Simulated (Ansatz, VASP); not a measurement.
**One calculation of SnSe, two programs**

File INCAR:

```
SYSTEM = SnSe
  ALGO = Normal
  EDIFF = 1E-6
  ENCUT = 500
  GGA = PE
  GGA_COMPAT = .False.
  ISIF = 2
  ISMEAR = -1
  LASPH = .True.
  LCHARG = .True.
  LELF = .True.
  LREAL = .False.
  LVHAR = .True.
  LWAVE = .False.
  NBANDS = 17
  NELM = 120
  PREC = Accurate
  SIGMA = 0.05
```

KPOINTS

```
k-points
0
Gamma
  11 11 11
  0 0 0
```

Contents of POSCAR:

```
SnSe
1.0
    0.0000000000      3.0374692232      3.0374692232
    3.0374692232      0.0000000000      3.0374692232
    3.0374692232      3.0374692232      0.0000000000
Sn Se
1 1
Direct
    0.0000000000      0.0000000000      0.0000000000
    0.2500000000      0.2500000000      0.2500000000
```

Input for Ansatz:

```yaml
crystal:
  lattice:
    - [0.0, 3.0374692232, 3.0374692232]
    - [3.0374692232, 0.0, 3.0374692232]
    - [3.0374692232, 3.0374692232, 0.0]
  atoms:
    - { symbol: Sn, position: [0.0, 0.0, 0.0] }
    - { symbol: Se, position: [0.25, 0.25, 0.25] }
kpoints:
  mp_grid: { grid: [11, 11, 11] }
scf:
  occupations: { method: fermi_dirac, width: 0.05 }
hamiltonian:
  xc: pbe
  pseudopotentials: { kind: all_electron, lapw: { basis_error: 0.001 } }
output:
  forces: true
  stress: true
  eigenvalues: true
  populations: true
```

Change from the starting cell: volume scaled by 0.72, LAPW.

Alike in both runs: task single point; functional PBE; k mesh 11 × 11 × 11; occupations fermi-dirac, width 0.05 eV; no spin polarisation.

```csv
,VASP,Ansatz
version,VASP 6.6.1,Ansatz 0.2.0
potentials or method,"VASP PAW PBE potentials, release 64 (Sn_d, Se), cutoff 500 eV","all-electron LAPW, scalar-relativistic"
```

```tsv
	VASP	Ansatz	Ansatz less VASP
pressure (GPa)	17.2	17.1	-0.04
```

Ansatz ran all-electron here, and VASP with PAW potentials.
